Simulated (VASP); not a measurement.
# Zn (Immm) in VASP: notebook

Runs on Zn. Level: PBE. Tasks: single point.

All numbers are computed with VASP 6.6.1; they aren't measurements. Logs are shortened: lines on timing, memory, paths and dates and some standing lists are left out, and cuts for length are marked.

## Step 1: The cell of the first run

Symmetry: Immm, No. 71, orthorhombic system. The conventional cell has a = 2.584 Å, b = 2.972 Å, c = 4.020 Å, α = 90.00°, β = 90.00°, γ = 90.00°. Zn (site symmetry mmm) has 12 Zn at 2.58 to 2.97 Å within 3.4 Å.

## Step 2: Single point, PBE (engineering shear strain xy -0.1400, normal strain along z +0.0233)

INCAR reads:

```
  PREC = Accurate
  ENCUT = 520
  EDIFF = 1E-7
  ISMEAR = 0
  SIGMA = 0.15
  LREAL = F
  LASPH = T
  NELM = 60
  ALGO = Fast
  ISIF = 2
  LWAVE = F
  LCHARG = F
  GGA = PE
  NBANDS = 12
```

KPOINTS reads:

```
regular mesh
0
Gamma
  20 20 20
```

POSCAR reads:

```
Zn
1.0
   -0.1375037539      1.9643393415      2.0101084482
    1.9643393415     -0.1375037539      2.0101084482
    1.8268355876      1.8268355876      0.0000000000
Zn
1
Direct
    0.0000000000      0.0000000000      0.0000000000
```

Potentials or basis: VASP PAW PBE potentials, release 64 (Zn).

Run with:

```console
> cat potpaw_PBE.64/Zn/POTCAR > POTCAR
> mpirun -np 1 vasp_std > vasp.out
```

OUTCAR:

```text
PREC = Accurate
   ENCUT = 520
   EDIFF = 1E-7
   ISMEAR = 0
   LREAL = F
   LASPH = T
   NELM = 60
   ISIF = 2
   GGA = PE

 ion  position               nearest neighbor table
   1  0.000  0.000  0.000-

  LATTYP: Found a body centered orthorhombic cell.
 ALAT       =     2.5835356642
 B/A-ratio  =     1.1505376344
 C/A-ratio  =     1.5560911166

  Lattice vectors:

 A1 = (   0.1375037539,  -1.9643393415,  -2.0101084482)
 A2 = (  -0.1375037539,   1.9643393415,  -2.0101084482)
 A3 = (   1.9643393415,  -0.1375037539,   2.0101084482)

Analysis of symmetry for initial positions (statically):
=====================================================================
 Subroutine PRICEL returns:
 Original cell was already a primitive cell.

 Routine SETGRP: Setting up the symmetry group for a
 body centered orthorhombic supercell.

 Subroutine GETGRP returns: Found  8 space group operations
 (whereof  8 operations were pure point group operations)
 out of a pool of  8 trial point group operations.

The static configuration has the point symmetry D_2h.

Analysis of symmetry for dynamics (positions and initial velocities):
=====================================================================
 Subroutine PRICEL returns:
 Original cell was already a primitive cell.

 Routine SETGRP: Setting up the symmetry group for a
 body centered orthorhombic supercell.

 Subroutine GETGRP returns: Found  8 space group operations
 (whereof  8 operations were pure point group operations)
 out of a pool of  8 trial point group operations.

The dynamic configuration has the point symmetry D_2h.

 Subroutine INISYM returns: Found  8 space group operations
 (whereof  8 operations are pure point group operations),
 and found     1 'primitive' translations

----------------------------------------------------------------------------------------

                                     Primitive cell

  volume of cell :      15.4365

  direct lattice vectors                    reciprocal lattice vectors
    -0.137503754  1.964339341  2.010108448    -0.237886454  0.237886454  0.248742798
     1.964339341 -0.137503754  2.010108448     0.237886454 -0.237886454  0.248742798
     1.826835588  1.826835588  0.000000000     0.273697318  0.273697318 -0.248742798

  length of vectors
     2.813906947  2.813906947  2.583535664     0.418393247  0.418393247  0.460101535

  position of ions in fractional coordinates (direct lattice)
     0.000000000  0.000000000  0.000000000

  ion indices of the primitive-cell ions
   primitive index   ion index
                 1           1

----------------------------------------------------------------------------------------

 KPOINTS: regular mesh

Automatic generation of k-mesh.
 Grid dimensions read from file:
 generate k-points for:   20   20   20

 Generating k-lattice:

  Cartesian coordinates                     Fractional coordinates (reciprocal lattice)
    -0.011894323  0.011894323  0.012437140     0.050000000  0.000000000  0.000000000
     0.011894323 -0.011894323  0.012437140     0.000000000  0.050000000  0.000000000
     0.013684866  0.013684866 -0.012437140     0.000000000  0.000000000  0.050000000

  Length of vectors
     0.020919662  0.020919662  0.023005077

  Shift w.r.t. Gamma in fractional coordinates (k-lattice)
     0.000000000  0.000000000  0.000000000

 Subroutine IBZKPT returns following result:
 ===========================================

 Found   1166 irreducible k-points:

 Following reciprocal coordinates:
            Coordinates               Weight
  0.000000  0.000000  0.000000      1.000000
  0.050000  0.000000  0.000000      4.000000
  0.100000 -0.000000  0.000000      4.000000
  0.150000  0.000000  0.000000      4.000000
  0.200000 -0.000000  0.000000      4.000000
  0.250000  0.000000  0.000000      4.000000
[... 16 lines left out ...]
 -0.400000  0.050000  0.000000      4.000000
 -0.350000  0.050000  0.000000      4.000000
 [... further k-points ...]
   k-points           NKPTS =   1166   k-points in BZ     NKDIM =   1166   number of bands    NBANDS=     12
   number of dos      NEDOS =    301   number of ions     NIONS =      1
   total plane-waves  NPLWV =  11520
   dimension x,y,z NGX =    24 NGY =   24 NGZ =   20
   dimension x,y,z NGXF=    48 NGYF=   48 NGZF=   40
   ions per type =               1
   NGX,Y,Z   is equivalent  to a cutoff of  14.18, 14.18, 12.87 a.u.
   NGXF,Y,Z  is equivalent  to a cutoff of  28.36, 28.36, 25.74 a.u.
 SYSTEM =  unknown system
   PREC   = accura    normal or accurate (medium, high low for compatibility)
   ISTART =      0    job   : 0-new  1-cont  2-samecut
   ICHARG =      2    charge: 1-file 2-atom 10-const
   ISPIN  =      1    spin polarized calculation?
   LNONCOLLINEAR =      F non collinear calculations
   LSORBIT =      F    spin-orbit coupling
   LASPH  =      T    aspherical Exc in radial PAW
   ENCUT  =  520.0 eV  38.22 Ry    6.18 a.u.   5.23  5.23  4.80*2*pi/ulx,y,z
   NELM   =     60;   NELMIN=  2; NELMDL= -5     # of ELM steps
   EDIFF  = 0.1E-06   stopping-criterion for ELM
   LREAL  =      F    real-space projection
   EDIFFG = 0.1E-05   stopping-criterion for IOM
   NSW    =      0    number of steps for IOM
   IBRION =     -1    ionic relax: 0-MD 1-quasi-New 2-CG
   NFREE  =      0    steps in history (QN), initial steepest desc. (CG)
   ISIF   =      2    stress and relaxation
   ISYM   =      2    0-nonsym 1-usesym 2-fastsym
   POTIM  = 0.5000    time-step for ionic-motion
   TEBEG  =    0.0;   TEEND  =   0.0 temperature during run
   PSTRESS=    0.0 pullay stress
   NELECT =      12.0000    total number of electrons
   NUPDOWN=      -1.0000    fix difference up-down
   EMIN   =  10.00;   EMAX   =-10.00  energy-range for DOS
   EFERMI =   0.00;   METHOD = LEGACY
   ISMEAR =     0;   SIGMA  =   0.15  broadening in eV -4-tet -1-fermi 0-gaus
   EFERMI_NEDOS =   21; number of points for ismear=-14 and -15
   IALGO  =     68    algorithm
   IMIX   =      4    mixing-type and parameters
     AMIX     =   0.40;   BMIX     =  1.00
     AMIX_MAG =   1.60;   BMIX_MAG =  1.00
  volume/ion in A,a.u.               =      15.44       104.17
  Fermi-wavevector in a.u.,A,eV,Ry     =   1.505285  2.844577 30.829223  2.265884
  Thomas-Fermi vector in A             =   2.616154
   LORBIT       =      0    0 simple, 1 ext, 2 COOP (PROOUT), +10 PAW based schemes
   GGA     = PE    functional components
   LHFCALC =     F    Hartree Fock is set to
   AEXX    =    0.0000 exact exchange contribution
   IVDW    =     0    specifies the selected vdW correction
   LEPSILON=     F    determine dielectric tensor
   LRPA    =     F    only Hartree local field effects (RPA)
 non-spin polarized calculation
 RMM-DIIS sequential band-by-band and
 Gauss-broadening in eV      SIGMA  =   0.15
  energy-cutoff  :      520.00
  volume of cell :       15.44
 maximum number of plane-waves:       429
 NGX is ok and might be reduce to    24
   NGX = 11   NGY = 11   NGZ =  9

 number of electron      12.0000001 magnetization

 Free energy of the ion-electron system (eV)
  ---------------------------------------------------
  ext. energy  EPLUGINS =         0.00000000
  ---------------------------------------------------
  free energy    TOTEN  =        -1.08468937 eV

  energy without entropy =       -1.08176544  energy(sigma->0) =       -1.08322741

 E-fermi :   2.9508     XC(G=0): -11.4746

 val. band max:        2.9436668559   @ k =  -0.3500   0.0000   0.3500
 cond. band min:       2.9655912365   @ k =  -0.1500   0.0000   0.4500
 fundamental gap:      0.0219243806
 Fermi energy:         2.9508267441

 k-point     1 :       0.0000    0.0000    0.0000
  band No.  band energies     occupation
      1      -7.2691      2.00000
      2      -4.8025      2.00000
      3      -4.7884      2.00000
      4      -4.4342      2.00000
      5      -4.2650      2.00000
      6      -4.2160      2.00000
      7      18.2599      0.00000
      8      18.8056      0.00000
      9      21.3910      0.00000
     10      22.7303      0.00000
     11      24.0899      0.00000
     12      24.3054      0.00000

 k-point     2 :       0.0500    0.0000    0.0000
  band No.  band energies     occupation
      1      -7.2026      2.00000
      2      -4.8031      2.00000
      3      -4.7857      2.00000
      4      -4.4282      2.00000
      5      -4.2659      2.00000
      6      -4.2161      2.00000
      7      17.1858      0.00000
      8      18.4679      0.00000
      9      22.0915      0.00000
     10      23.5258      0.00000
     11      23.8107      0.00000
     12      24.3695      0.00000

 k-point     3 :       0.1000   -0.0000    0.0000
  band No.  band energies     occupation
      1      -7.0060      2.00000
      2      -4.8049      2.00000
      3      -4.7762      2.00000
      4      -4.4124      2.00000
      5      -4.2669      2.00000
      6      -4.2147      2.00000
      7      15.0638      0.00000
      8      18.2253      0.00000
      9      22.7226      0.00000
     10      23.2450      0.00000
     11      24.1118      0.00000
     12      25.9375      0.00000

 k-point     4 :       0.1500    0.0000    0.0000
  band No.  band energies     occupation
      1      -6.6903      2.00000
      2      -4.7995      2.00000
      3      -4.7598      2.00000
      4      -4.3946      2.00000
      5      -4.2641      2.00000
      6      -4.2054      2.00000
      7      12.8721      0.00000
      8      17.9666      0.00000
      9      22.6532      0.00000
     10      23.2276      0.00000
     11      24.2570      0.00000
     12      26.0975      0.00000

 k-point     5 :       0.2000   -0.0000    0.0000
  band No.  band energies     occupation
      1      -6.2867      2.00000
      2      -4.7825      2.00000
      3      -4.7127      2.00000
      4      -4.3849      2.00000
      5      -4.2529      2.00000
      6      -4.1806      2.00000
      7      10.7406      0.00000
      8      17.7298      0.00000
      9      22.1175      0.00000
     10      23.3036      0.00000
     11      24.8238      0.00000
     12      24.9749      0.00000
[... 228 lines left out ...]
      1      -5.4294      2.00000
      2      -4.8279      2.00000
      3      -4.4253      2.00000
      4      -4.1429      2.00000
      5      -3.9591      2.00000
      6      -0.3222      2.00000
      7       0.8559      2.00000
      8      16.3923      0.00000
      9      20.2340      0.00000
     10      21.5747      0.00000
     11      22.6100      0.00000
     12      24.8726      0.00000

 k-point    22 :      -0.4500    0.0500    0.0000
  band No.  band energies     occupation
      1      -5.4286      2.00000
      2      -4.8294      2.00000
      3      -4.4250      2.00000
      4      -4.1348      2.00000
      5      -3.9708      2.00000
      6      -0.7811      2.00000
      7       1.3723      2.00000
      8      15.9765      0.00000
      9      20.5111      0.00000
     10      21.9481      0.00000
     11      22.8429      0.00000
     12      24.6667      0.00000

 k-point    23 :      -0.4000    0.0500    0.0000
  band No.  band energies     occupation
      1      -5.4316      2.00000
      2      -4.8233      2.00000
      3      -4.4188      2.00000
      4      -4.1455      2.00000
      5      -4.0005      2.00000
      6      -1.9330      2.00000
      7       2.8600      1.60826
      8      15.6724      0.00000
      9      20.8929      0.00000
     10      22.3943      0.00000
     11      23.2240      0.00000
     12      24.6300      0.00000

 k-point    24 :      -0.3500    0.0500    0.0000
  band No.  band energies     occupation
      1      -5.4519      2.00000
      2      -4.8118      2.00000
      3      -4.4078      2.00000
      4      -4.1774      2.00000
      5      -4.0447      2.00000
      6      -2.9546      2.00000
      7       4.5117      0.00000
      8      15.4835      0.00000
      9      21.3594      0.00000
     10      22.8689      0.00000
     11      23.7857      0.00000
     12      24.7778      0.00000

 [... further k-points ...]
[... 5 lines left out ...]
  --------------------------------------------------------------------------------------
  -------------------------------------------------------------------------------------
  Total        0.1060010      0.1060010     -0.2117156      0.0568235      0.0000000      0.0000000
  in kB       11.0019909     11.0019909    -21.9742562      5.8977869      0.0000000      0.0000000
  external PRESSURE =       0.0099085 kB  Pullay stress =       0.0000000 kB

 VOLUME and BASIS-vectors are now :
 -----------------------------------------------------------------------------
  energy-cutoff  :      520.00
  volume of cell :       15.44
      direct lattice vectors                 reciprocal lattice vectors
    -0.137503754  1.964339341  2.010108448    -0.237886454  0.237886454  0.248742798
     1.964339341 -0.137503754  2.010108448     0.237886454 -0.237886454  0.248742798
     1.826835588  1.826835588  0.000000000     0.273697318  0.273697318 -0.248742798

 POSITION                                       TOTAL-FORCE (eV/Angst)
 -----------------------------------------------------------------------------------
      0.00000      0.00000      0.00000         0.000000      0.000000     -0.000000
 -----------------------------------------------------------------------------------
    total drift:                                0.000000      0.000000      0.000000

  FREE ENERGIE OF THE ION-ELECTRON SYSTEM (eV)
  ---------------------------------------------------
  free  energy   TOTEN  =        -1.0846893702 eV

  energy  without entropy=       -1.0817654440  energy(sigma->0) =       -1.08322741
```

Wall time 62 s (1 thread of Intel Xeon 6975P-C (Granite Rapids), shared host); peak memory 0.31 GiB.

Results:

```yaml
Free_energy: -1.0847 eV
Pressure: 0.0 GPa
Band_gap_on_the_k_mesh: zero (bands 6 and 7 overlap by 4.48 eV)
```

Caveat: the cell differs from its parent crystal (engineering shear strain xy -0.1400, normal strain along z +0.0233).

## Step 3: Single point, PBE (engineering shear strain xy -0.0933, normal strain along z +0.0233)

INCAR reads:

```
SYSTEM = Zn
ALGO = Fast
EDIFF = 1E-6
ENCUT = 520
GGA = PE
ISIF = 2
ISMEAR = 0
LASPH = .TRUE.
LCHARG = .TRUE.
LELF = .TRUE.
LREAL = .FALSE.
LVHAR = .TRUE.
LWAVE = .FALSE.
NBANDS = 12
NELM = 60
PREC = Accurate
SIGMA = 0.15
```

KPOINTS reads:

```
k-points
0
G
  20 20 20
  0 0 0
```

POSCAR reads:

```
Zn
1.0
   -0.0916364303      1.9643393415      2.0101084482
    1.9643393415     -0.0916364303      2.0101084482
    1.8727029112      1.8727029112      0.0000000000
Zn
1
Direct
    0.0000000000      0.0000000000      0.0000000000
```

Potentials or basis: VASP PAW PBE potentials, release 64 (Zn).

Run with:

```console
> cat potpaw_PBE.64/Zn/POTCAR > POTCAR
> mpirun -np 1 vasp_std > vasp.out
```

Wall time 61 s (1 thread of Intel Xeon 6975P-C (Granite Rapids), shared host); peak memory 0.31 GiB.

The run converged. Its results:

- Free energy: -1.0852 eV
- Pressure: -0.8 GPa
- Band gap on the k mesh: zero (bands 6 and 7 overlap by 3.94 eV)

Stress tensor (GPa, compression positive):
```
 0.06 -0.11  0.00
-0.11  0.06  0.00
 0.00  0.00 -2.40
```

Levels at points of the mesh, in eV from the Fermi level:
| k point | band 2 | band 3 | band 4 | band 5 | band 6 | band 7 | band 8 | band 9 | band 10 | band 11 |
| --- | --- | --- | --- | --- | --- | --- | --- | --- | --- | --- |
| (0.00, 0.00, 0.00) | -7.67 | -7.67 | -7.43 | -7.21 | -7.17 | 16.14 | 16.64 | 19.18 | 20.00 | 20.26 |
| (0.50, 0.00, 0.00) | -7.70 | -7.43 | -7.00 | -6.91 | -3.08 | -2.01 | 14.51 | 16.82 | 18.18 | 18.60 |
| (0.50, 0.50, 0.00) | -8.15 | -6.94 | -6.87 | -6.86 | -1.19 | 1.26 | 6.89 | 10.62 | 10.98 | 14.82 |
| (0.00, 0.00, 0.50) | -7.67 | -7.51 | -6.98 | -6.85 | -2.49 | -0.74 | 14.13 | 14.29 | 16.89 | 17.79 |
| (0.50, 0.00, 0.50) | -8.16 | -6.99 | -6.89 | -6.81 | -0.78 | 1.92 | 8.17 | 8.30 | 11.87 | 12.92 |

Caveat: the cell differs from its parent crystal (engineering shear strain xy -0.0933, normal strain along z +0.0233).

[end of part 1 of 3]
